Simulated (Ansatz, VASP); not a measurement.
## Two plane-wave programs on Re

```xyz
6
Lattice="2.7503 0.0000 0.0000 -1.3751 2.3818 0.0000 0.0000 0.0000 26.1082" Properties=species:S:1:pos:R:3 pbc="T T T"
Re    1.3751    0.7939    7.5000
Re    0.0000    1.5879    9.7216
Re    1.3751    0.7939   11.9433
Re    0.0000    1.5879   14.1649
Re    1.3751    0.7939   16.3866
Re    0.0000    1.5879   18.6082
```

Alike in both runs: task single point; functional PBEsol; k mesh 15 × 15 × 1; occupations gaussian, width 0.1 eV; no spin polarisation.

|  | VASP | Ansatz |
| --- | --- | --- |
| version | VASP 6.6.1 | Ansatz 0.2.0 |
| potentials or method | VASP PAW PBE potentials, release 64 (Re), cutoff 520 eV | scalar-relativistic, plane waves, PAW |
| valence electrons in the cell | 42 | 90 |

Ansatz gave:

* gap on the k mesh at the Fermi level (eV): none
* rms of the force components (eV/Å): 0.647

Problem. Which values does VASP return?

Solution. gap on the k mesh at the Fermi level (eV): none; rms of the force components (eV/Å): 0.661.

VASP's potentials were made for PBE, not for PBEsol. Atom by atom the forces differ by 0.014 eV/Å (rms over components). A gap of «none» marks a metal or a gap that the smearing closes. The functional is the same, so the differences come from potentials, cutoffs and numerics. VASP's potentials hold 42 valence electrons a cell and Ansatz's 90, so a difference there can come from the potentials and not from the codes.

Spin-orbit coupling is off throughout.
